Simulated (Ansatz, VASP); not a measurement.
One calculation of Hf, two programs

```
CELL_PARAMETERS angstrom
2.97642 0.00000 0.00000
-1.48821 2.57766 0.00000
0.00000 0.00000 4.77821
ATOMIC_POSITIONS crystal
Hf 0.33333 0.66667 0.25000
Hf 0.66667 0.33333 0.75000
```

Change from the starting cell: volume scaled by 0.88, PAW files.

Alike in both runs: task single point; functional LDA; k mesh 15 × 15 × 8; occupations fermi-dirac, width 0.08 eV; no spin polarisation.

```csv
,VASP,Ansatz
version,VASP 6.6.1,Ansatz 0.2.0
potentials or method,"VASP PAW LDA potentials, release 64 (Hf_pv)","PAW with Ansatz's default frozen-core files, scalar-relativistic"
plane-wave cutoff (eV),520,420
valence electrons in the cell,20,52
```

```tsv
	VASP	Ansatz	Ansatz less VASP
pressure (GPa)	19.2	19.0	-0.19
```

LDA's correlation is that of Perdew and Zunger in VASP and of Perdew and Wang (1992) in Ansatz. VASP's potentials hold 20 valence electrons a cell and Ansatz's 52, so a difference there can come from the potentials and not from the codes.

Neither program's run includes spin-orbit coupling.
